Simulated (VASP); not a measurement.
## InSb3: single point with PBE

The system is InSb3.

```
In Sb
1.0
     4.81386   -0.16849   -0.16849
    -0.16849    4.81386   -0.16849
    -0.16849   -0.16849    4.81386
In Sb
1 3
Direct
  0.00000 0.00000 0.00000
  0.50000 0.00000 0.50000
  0.00000 0.50000 0.50000
  0.50000 0.50000 0.00000
```

```json
{"Program": "VASP 6.6.1", "Task": "single point", "Functional": "PBE", "Potentials or basis": "VASP PAW PBE potentials, release 64 (In_d, Sb)", "Cutoff": "520 eV", "k mesh": "8 × 8 × 8", "Occupations": "gaussian, width 0.15 eV", "Spin": "no spin polarisation", "Dipole correction": "no", "Further INCAR settings": "ALGO = Normal; EDIFF = 1e-07; NBANDS = 22"}
```

```
Pressure               : 0.5 GPa
Band gap on the k mesh : zero (band 14 reaches 10.61 eV, above the bottom of band 15 at 6.68 eV)
```

Stress tensor (GPa, compression positive):
```
0.48 0.71 0.71
0.71 0.48 0.71
0.71 0.71 0.48
```

Levels at points of the mesh, in eV from the Fermi level:
| k point | band 12 | band 13 | band 14 | band 15 | band 16 | band 17 |
| --- | --- | --- | --- | --- | --- | --- |
| (0.00, 0.00, 0.00) | -3.53 | -0.33 | 0.40 | 0.40 | 2.00 | 2.00 |
| (0.50, 0.00, 0.00) | -2.28 | -1.73 | -1.02 | -0.76 | 1.45 | 1.98 |
| (0.50, 0.50, 0.00) | -1.54 | -1.29 | -1.13 | -1.11 | 0.14 | 1.32 |
| (0.50, 0.50, 0.50) | -4.67 | -4.62 | 2.83 | 2.83 | 3.72 | 4.14 |

Wall time 84 s on 1 thread of Intel(R) Xeon(R) Platinum 8375C CPU @ 2.90GHz (Ice Lake), on a shared host, peak memory 0.29 GiB.

Caveat: spin-orbit coupling is left out, which moves the levels of the heavy elements.
